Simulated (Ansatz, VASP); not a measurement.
# One calculation of MgI2, two programs

```xyz
6
Lattice="4.1311 0.0000 0.0000 -2.0656 3.5776 0.0000 0.0000 0.0000 24.2265" Properties=species:S:1:pos:R:3 pbc="T T T"
I     0.0000    2.3851    4.5000
I     2.0656    1.1925    7.8633
I     2.0656    2.7826   11.6933
I     0.0000    3.9752   15.0565
Mg    0.0000    0.0000    6.1816
Mg    2.0656    5.1677   13.3749
```

Alike in both runs: task single point; functional PBE; dispersion D3(BJ); k mesh 9 × 9 × 1; occupations gaussian, width 0.05 eV; no spin polarisation.

|  | VASP | Ansatz |
| --- | --- | --- |
| version | VASP 6.6.1 | Ansatz 0.2.0 |
| potentials or method | VASP PAW PBE potentials, release 64 (I, Mg), cutoff 520 eV | scalar-relativistic, plane waves, PAW |
| valence electrons in the cell | 32 | 88 |

```tsv
	VASP	Ansatz	Ansatz less VASP
gap on the k mesh at the Fermi level (eV)	3.57	3.59	+0.017
least direct gap on the mesh (eV)	3.93	3.94	+0.014
rms of the force components (eV/Å)	0.013	0.013	-0.0002
```

VASP's potentials hold 32 valence electrons a cell and Ansatz's 88, so a difference there can come from the potentials and not from the codes.

Spin-orbit coupling is off throughout.
